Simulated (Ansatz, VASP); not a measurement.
# Mo in VASP and in Ansatz

```xyz
5
Lattice="4.4007 0.0000 0.0000 -2.2003 3.8111 0.0000 0.0000 0.0000 19.5931" Properties=species:S:1:pos:R:3 pbc="T T T"
Mo    3.3005    0.6352    8.2582
Mo   -1.1002    3.1759    8.9612
Mo    1.1002    1.9055    9.7965
Mo    3.3005    0.6352   10.6319
Mo   -1.1002    3.1759   11.3349
```

Alike in both runs: functional LDA; k mesh 9 × 9 × 1; occupations fermi-dirac, width 0.1 eV; no spin polarisation.

Ansatz relaxed the structure, and its values are those at the end. VASP's run is a single point on that final structure, the one shown.

```csv
,VASP,Ansatz
version,VASP 6.6.1,Ansatz 0.2.0
potentials or method,"VASP PAW LDA potentials, release 64 (Mo_sv), cutoff 520 eV","all-electron LAPW, scalar-relativistic"
```

|  | VASP | Ansatz | Ansatz less VASP |
| --- | --- | --- | --- |
| rms of the force components (eV/Å) | 0.074 | 0.004 | -0.0697 |

LDA's correlation is that of Perdew and Zunger in VASP and of Perdew and Wang (1992) in Ansatz. Ansatz ran all-electron here, and VASP with PAW potentials.
